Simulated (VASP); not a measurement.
# NbTe: single point with LDA

The system is NbTe.

```
Te Nb
1.0
     3.62738    0.00000    0.00000
    -1.81369    3.14141    0.00000
     0.00000    0.00000    3.61880
Te Nb
1 1
Cartesian
  1.8137 1.0471 0.0000
  0.0000 0.0000 1.8094
```

```
Program                : VASP 6.6.1
Task                   : single point
Functional             : LDA
Potentials or basis    : VASP PAW LDA potentials, release 64 (Te, Nb_sv)
Cutoff                 : 500 eV
k mesh                 : 10 × 10 × 9
Occupations            : fermi-dirac, width 0.05 eV
Spin                   : no spin polarisation
Dipole correction      : no
Further INCAR settings : ALGO = Normal; EDIFF = 1e-06; NBANDS = 16
```

- Pressure: 0.2 GPa
- Band gap on the k mesh: zero (an odd number of electrons rules out a gap without spin polarisation)

Stress tensor (GPa, compression positive):
```
-0.13  0.00  0.00
 0.00 -0.13  0.00
 0.00  0.00  0.96
```

Levels at points of the mesh, in eV from the Fermi level:
```csv
k point,band 6,band 7,band 8,band 9,band 10,band 11,band 12,band 13,band 14,band 15
"(0.00, 0.00, 0.00)",-3.28,-3.28,-3.24,-2.28,0.17,0.17,2.72,2.72,3.26,6.09
"(0.50, 0.00, 0.00)",-7.49,-3.98,-2.86,-2.58,-0.17,1.34,1.67,3.30,4.13,5.93
```

Wall time 52 s on 1 thread of Intel(R) Xeon(R) Platinum 8259CL CPU @ 2.50GHz (Skylake/Cascade Lake), with other jobs on the host, peak memory 0.17 GiB.

Caveat: spin-orbit coupling is left out, which moves the levels of the heavy elements; an odd number of electrons without spin polarisation forces a metal; a magnetic or distorted state may lie lower.
